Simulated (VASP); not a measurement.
Mg2NCl: single point with PBEsol+D3(BJ)

Crystal: Mg2NCl.

```
Mg N Cl
1.0
     1.64671    0.95073    5.95253
    -1.64671    0.95073    5.95253
     0.00000   -1.90146    5.95253
Mg N Cl
2 1 1
Direct
  0.22282 0.22282 0.22282
  0.77719 0.77719 0.77719
  0.50000 0.50000 0.50000
  0.00000 0.00000 0.00000
```

| Item | Value |
| --- | --- |
| Program | VASP 6.6.1 |
| Task | single point |
| Functional | PBEsol |
| Dispersion | D3(BJ) |
| Potentials or basis | VASP PAW PBE potentials, release 64 (Mg, N, Cl) |
| Cutoff | 520 eV |
| k mesh | 7 × 7 × 7 |
| Occupations | fermi-dirac, width 0.3 eV |
| Spin | no spin polarisation |

The pressure is -3.6 GPa, the largest force is 0.049 eV/Å and the band gap on the k mesh is 2.32 eV, direct. The dispersion energy per atom is -0.250 eV.

Forces on the atoms (eV/Å):
```
Mg   0.000  0.000  0.049
Mg   0.000  0.000 -0.049
N    0.000  0.000  0.000
Cl   0.000  0.000  0.000
```

Levels at points of the mesh, in eV from the valence-band top:
| k point | band 4 | band 5 | band 6 | band 7 | band 8 | band 9 | band 10 | band 11 | band 12 | band 13 |
| --- | --- | --- | --- | --- | --- | --- | --- | --- | --- | --- |
| (0.00, 0.00, 0.00) | -2.32 | -2.32 | -1.01 | 0.00 | 0.00 | 2.32 | 5.32 | 8.55 | 8.89 | 9.49 |

Wall time 110 s on 1 thread of AMD EPYC 7R13 Processor (Zen 3), on a shared host, peak memory 0.31 GiB.

Caveat: three body term missing; the PAW data sets were made with another functional, which shifts forces and pressure a little. A k mesh can miss the band edges.
